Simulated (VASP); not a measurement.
# ZrN: single point with r2SCAN

The system is ZrN.

```
Zr N
1.0
     0.00000    2.30000    2.30000
     2.30000    0.00000    2.30000
     2.30000    2.30000    0.00000
Zr N
1 1
Cartesian
  2.3000 2.3000 2.3000
  0.0000 0.0000 0.0000
```

```
Program             : VASP 6.6.1
Task                : single point
Functional          : r2SCAN
Potentials or basis : VASP PAW PBE potentials, release 64 (Zr_sv, N)
Cutoff              : 660 eV
k mesh              : 3 × 3 × 3
Occupations         : fermi-dirac, width 0.1 eV
Spin                : no spin polarisation
```

* Pressure: 0.1 GPa

Levels at points of the mesh, in eV from the Fermi level:
```
           k point  band 5  band 6  band 7  band 8  band 9  band 10  band 11  band 12
(0.00, 0.00, 0.00)  -17.88   -3.50   -3.50   -3.50   -0.91    -0.91    -0.91     1.13
```

It took 12 s on 1 thread of Intel(R) Xeon(R) 6975P-C (Granite Rapids), with other jobs on the host, peak memory 0.16 GiB.

Caveat: the k points lie up to 0.79 Å⁻¹ apart; the PAW data sets were made with another functional, which shifts forces and pressure a little.
